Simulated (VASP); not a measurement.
# NaCl (Fm-3m) in VASP: vibrations by perturbation theory with PBEsol

Aim: the vibrations by perturbation theory of NaCl with PBEsol.

Everything below comes from runs of VASP 6.6.1. Logs are shortened: lines on timing, memory, paths and dates and some standing lists are left out, and cuts for length are marked.

## 1. The cell of the first run

Symmetry: Fm-3m, No. 225, cubic system. Conventional cell: a = 4.861 Å, b = 4.861 Å, c = 4.861 Å, α = 90.00°, β = 90.00°, γ = 90.00°. Na (site symmetry m-3m) has 6 Cl at 2.43 Å within 3.2 Å. Within 3.2 Å of Cl (site symmetry m-3m) lie 6 Na at 2.43 Å.

## 2. Vibrations by perturbation theory, PBEsol

Contents of INCAR:

```
SYSTEM = NaCl
PREC = Accurate
ENCUT = 520
EDIFF = 1E-8
ISMEAR = 0
SIGMA = 0.01
LREAL = .FALSE.
LASPH = .TRUE.
NELM = 100
ALGO = Normal
ISIF = 2
LWAVE = .FALSE.
LCHARG = .TRUE.
GGA = PS
IBRION = 8
NSW = 1
LEPSILON = .TRUE.
```

Contents of KPOINTS:

```
regular mesh
0
G
  8 8 8
  0 0 0
```

Contents of POSCAR:

```
NaCl
1.0
    0.0000000000      2.4306419722      2.4306419722
    2.4306419722      0.0000000000      2.4306419722
    2.4306419722      2.4306419722      0.0000000000
Na Cl
1 1
Direct
    0.0000000000      0.0000000000      0.0000000000
    0.5000000000      0.5000000000      0.5000000000
```

Potentials or basis: VASP PAW PBE potentials, release 64 (Na_pv, Cl).

Started as:

```
cat potpaw_PBE.64/Na_pv/POTCAR potpaw_PBE.64/Cl/POTCAR > POTCAR
mpirun -np 1 vasp_std > vasp.out
```

OUTCAR:

```text
SYSTEM = NaCl
   PREC = Accurate
   ENCUT = 520
   EDIFF = 1E-8
   ISMEAR = 0
   LREAL = .FALSE.
   LASPH = .TRUE.
   NELM = 100
   ISIF = 2
   GGA = PS
   IBRION = 8
   NSW = 1
   LEPSILON = .TRUE.

 ion  position               nearest neighbor table
   1  0.000  0.000  0.000-   2 2.43   2 2.43   2 2.43   2 2.43   2 2.43   2 2.43
   2  0.500  0.500  0.500-   1 2.43   1 2.43   1 2.43   1 2.43   1 2.43   1 2.43

  LATTYP: Found a face centered cubic cell.
 ALAT       =     4.8612839444

  Lattice vectors:

 A1 = (   0.0000000000,   2.4306419722,   2.4306419722)
 A2 = (   2.4306419722,   0.0000000000,   2.4306419722)
 A3 = (   2.4306419722,   2.4306419722,   0.0000000000)

Analysis of symmetry for initial positions (statically):
=====================================================================
 Subroutine PRICEL returns:
 Original cell was already a primitive cell.

 Routine SETGRP: Setting up the symmetry group for a
 face centered cubic supercell.

 Subroutine GETGRP returns: Found 48 space group operations
 (whereof 48 operations were pure point group operations)
 out of a pool of 48 trial point group operations.

The static configuration has the point symmetry O_h .

Analysis of symmetry for dynamics (positions and initial velocities):
=====================================================================
 Subroutine PRICEL returns:
 Original cell was already a primitive cell.

 Routine SETGRP: Setting up the symmetry group for a
 face centered cubic supercell.

 Subroutine GETGRP returns: Found 48 space group operations
 (whereof 48 operations were pure point group operations)
 out of a pool of 48 trial point group operations.

The dynamic configuration has the point symmetry O_h .

 Subroutine INISYM returns: Found 48 space group operations
 (whereof 48 operations are pure point group operations),
 and found     1 'primitive' translations

----------------------------------------------------------------------------------------

                                     Primitive cell

  volume of cell :      28.7206

  direct lattice vectors                    reciprocal lattice vectors
     0.000000000  2.430641972  2.430641972    -0.205706972  0.205706972  0.205706972
     2.430641972  0.000000000  2.430641972     0.205706972 -0.205706972  0.205706972
     2.430641972  2.430641972  0.000000000     0.205706972  0.205706972 -0.205706972

  length of vectors
     3.437446842  3.437446842  3.437446842     0.356294927  0.356294927  0.356294927

  position of ions in fractional coordinates (direct lattice)
     0.000000000  0.000000000  0.000000000
     0.500000000  0.500000000  0.500000000

  ion indices of the primitive-cell ions
   primitive index   ion index
                 1           1
                 2           2

----------------------------------------------------------------------------------------

 KPOINTS: regular mesh

Automatic generation of k-mesh.
 Grid dimensions read from file:
 generate k-points for:    8    8    8

 Generating k-lattice:

[... 485 lines left out ...]

 Free energy of the ion-electron system (eV)
  ---------------------------------------------------
  ---------------------------------------------------
  free energy    TOTEN  =        -0.17493636 eV

  energy without entropy =       -0.17493636

------------------------ aborting loop because EDIFF is reached ----------------------------------------

--------------------------------------- Ionic step        2  -------------------------------------------

------------------------ aborting loop because EDIFF is reached ----------------------------------------

--------------------------------------- Ionic step        3  -------------------------------------------

------------------------ aborting loop because EDIFF is reached ----------------------------------------

 PIEZOELECTRIC TENSOR FIELD DIRECTION 3  (e Angst)
 -----------------------------------------------------------------------------
    -0.00028  0.00000  0.00000           (  0.00000  0.00000  0.00000)
     0.00000 -0.00028 -0.00000           (  0.00000  0.00000  0.00000)
     0.00000 -0.00000 -0.00034           (  0.00000  0.00000  0.00000)

 PIEZOELECTRIC TENSOR FIELD DIRECTION 3  (C/m^2)
 -----------------------------------------------------------------------------
    -0.00015  0.00000  0.00000
     0.00000 -0.00015 -0.00000
     0.00000 -0.00000 -0.00019

--------------------------------------- Ionic step        4  -------------------------------------------

------------------------ aborting loop because EDIFF is reached ----------------------------------------

[... ionic steps 5 to 6 ...]

--------------------------------------- Ionic step        7  -------------------------------------------

 Free energy of the ion-electron system (eV)
  ---------------------------------------------------
  ---------------------------------------------------
  free energy    TOTEN  =        -0.18805637 eV

  energy without entropy =       -0.18805637

------------------------ aborting loop because EDIFF is reached ----------------------------------------

 INTERNAL STRAIN TENSOR  FOR ION    2  DIRECTION 1   (eV/Angst):
 -----------------------------------------------------------------------------
     0.02291  0.00000  0.00000
    -0.00000 -0.00409 -0.00000
    -0.00000 -0.00000 -0.00409

 MACROSCOPIC STATIC DIELECTRIC TENSOR (including local field effects in DFT)
 ------------------------------------------------------
           3.010033     0.000000    -0.000000
          -0.000000     3.010033    -0.000000
           0.000000     0.000000     3.010033
 ------------------------------------------------------

 PIEZOELECTRIC TENSOR (including local field effects)  for field in x, y, z        (e  Angst)
          XX          YY          ZZ          XY          YZ          ZX
  --------------------------------------------------------------------------------
  x     0.00000     0.00000     0.00000     0.00000     0.00000     0.00000
  y     0.00000     0.00000     0.00000     0.00000     0.00000     0.00000
  z     0.00000     0.00000     0.00000     0.00000     0.00000     0.00000

 PIEZOELECTRIC TENSOR (including local field effects)  for field in x, y, z        (C/m^2)
          XX          YY          ZZ          XY          YZ          ZX
  --------------------------------------------------------------------------------
  x     0.00000     0.00000     0.00000     0.00000     0.00000     0.00000
  y     0.00000     0.00000     0.00000     0.00000     0.00000     0.00000
  z     0.00000     0.00000     0.00000     0.00000     0.00000     0.00000

 BORN EFFECTIVE CHARGES (including local field effects) (in |e|, cummulative output)
 ---------------------------------------------------------------------------------
 ion    1
    1     0.92995     0.00000     0.00000
    2     0.00000     0.92995     0.00000
    3     0.00000     0.00000     0.92995
 ion    2
    1    -0.92995     0.00000     0.00000
    2     0.00000    -0.92995     0.00000
    3     0.00000     0.00000    -0.92995

 INTERNAL STRAIN TENSOR FOR ION    2 for displacements in x,y,z  (eV/Angst):
          X           Y           Z          XY          YZ          ZX
  --------------------------------------------------------------------------------
  x     0.00000     0.00000     0.00000     0.00000     0.00000     0.00000
  y     0.00000     0.00000     0.00000     0.00000     0.00000     0.00000
  z     0.00000     0.00000     0.00000     0.00000     0.00000     0.00000

 SECOND DERIVATIVES (NOT SYMMETRIZED)
 ------------------------------------
               1X          1Y          1Z          2X          2Y          2Z
  1X    -7.478114    0.000000    0.000000    7.478114    0.000000    0.000000
  1Y     0.000000   -7.478114    0.000000    0.000000    7.478114    0.000000
  1Z     0.000000    0.000000   -7.478114    0.000000    0.000000    7.478114
  2X     7.468955    0.000000    0.000000   -7.468955    0.000000    0.000000
  2Y     0.000000    7.468955    0.000000    0.000000   -7.468955    0.000000
  2Z     0.000000    0.000000    7.468955    0.000000    0.000000   -7.468955

 Eigenvectors and eigenvalues of the dynamical matrix
 ----------------------------------------------------

   1 f  =   11.444911 THz    71.910494 2PiTHz  381.761123 cm-1    47.332326 meV
             X         Y         Z           dx          dy          dz
      0.000000  0.000000  0.000000     0.000000    0.000000    0.779049
      2.430642  2.430642  2.430642    -0.000000   -0.000000   -0.626963
[... 21 lines left out ...]
   6 f/i=    0.003425 THz     0.021523 2PiTHz    0.114262 cm-1     0.014167 meV
             X         Y         Z           dx          dy          dz
      0.000000  0.000000  0.000000     0.572889    0.087628    0.239170
      2.430642  2.430642  2.430642     0.711858    0.108884    0.297187

--------------------------------------------------------------------------------------------------------

 MACROSCOPIC STATIC DIELECTRIC TENSOR IONIC CONTRIBUTION
 ------------------------------------------------------
           0.729060     0.000000     0.000000
           0.000000     0.729060     0.000000
           0.000000     0.000000     0.729060
 ------------------------------------------------------

 ELASTIC MODULI CONTR FROM IONIC RELAXATION (kBar)
 Direction    XX          YY          ZZ          XY          YZ          ZX
 --------------------------------------------------------------------------------
 XX           0.0000      0.0000      0.0000      0.0000      0.0000      0.0000
 YY           0.0000      0.0000      0.0000      0.0000      0.0000      0.0000
 ZZ           0.0000      0.0000      0.0000      0.0000      0.0000      0.0000
 XY           0.0000      0.0000      0.0000      0.0000      0.0000      0.0000
 YZ           0.0000      0.0000      0.0000      0.0000      0.0000      0.0000
 ZX           0.0000      0.0000      0.0000      0.0000      0.0000      0.0000
 --------------------------------------------------------------------------------

 PIEZOELECTRIC TENSOR IONIC CONTR  for field in x, y, z        (C/m^2)
          XX          YY          ZZ          XY          YZ          ZX
  --------------------------------------------------------------------------------
  x     0.00000     0.00000     0.00000     0.00000     0.00000     0.00000
  y     0.00000     0.00000     0.00000     0.00000     0.00000     0.00000
  z     0.00000     0.00000     0.00000     0.00000     0.00000     0.00000
```

It took 4 min on 1 thread of Intel Xeon Platinum 8259CL at 2.50GHz (Skylake/Cascade Lake), shared host; peak memory 0.19 GiB.

Results:

- Electronic dielectric tensor (diagonal): 3.01
- Born charges (mean of the diagonal): Na +0.93; Cl -0.93 e
- Highest phonon frequency at Γ, LO-TO splitting left out: 382 cm⁻¹

Phonon frequencies in cm⁻¹ (negative: imaginary):
```csv
q point,frequencies
"(0.000, 0.000, 0.000)",0 0 0 382 382 382
```

Electronic dielectric tensor:
```
3.01 0.00 0.00
0.00 3.01 0.00
0.00 0.00 3.01
```

Born effective charge tensors (e):
atom 1, Na
```
0.93 0.00 0.00
0.00 0.93 0.00
0.00 0.00 0.93
```
atom 2, Cl
```
-0.93  0.00  0.00
 0.00 -0.93  0.00
 0.00  0.00 -0.93
```

Caveat: the cell stands under pressure or tension, which shifts response properties.
